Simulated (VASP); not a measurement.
A run of VASP 6.6.1:

INCAR

```
PREC = Accurate
ENCUT = 520
EDIFF = 1E-6
ISMEAR = -1
SIGMA = 0.1
LREAL = False
LASPH = True
NELM = 80
ALGO = Normal
ISIF = 2
LWAVE = False
LCHARG = False
GGA = PE
NBANDS = 12
```

The input KPOINTS:

```
regular mesh
0
Gamma
  18 18 18
```

POSCAR

```
Cu
1.0
   -1.2685655430      1.2685655430      1.2685655430
    1.2685655430     -1.2685655430      1.2685655430
    1.2685655430      1.2685655430     -1.2685655430
Cu
1
Direct
    0.0000000000      0.0000000000      0.0000000000
```

Potentials or basis: VASP PAW PBE potentials, release 64 (Cu).

Run with:

```bash
$ cat potpaw_PBE.64/Cu/POTCAR > POTCAR
$ mpirun -np 1 vasp_std > vasp.out
```

Hardware: 1 thread of Intel Xeon 6975P-C (shared host).

Task: Estimate the wall time of this run.

Result: Wall time 8.2 s on 1 thread of Intel Xeon 6975P-C (shared host), peak memory 0.12 GiB. Counts: scf iterations 12, k points 195.
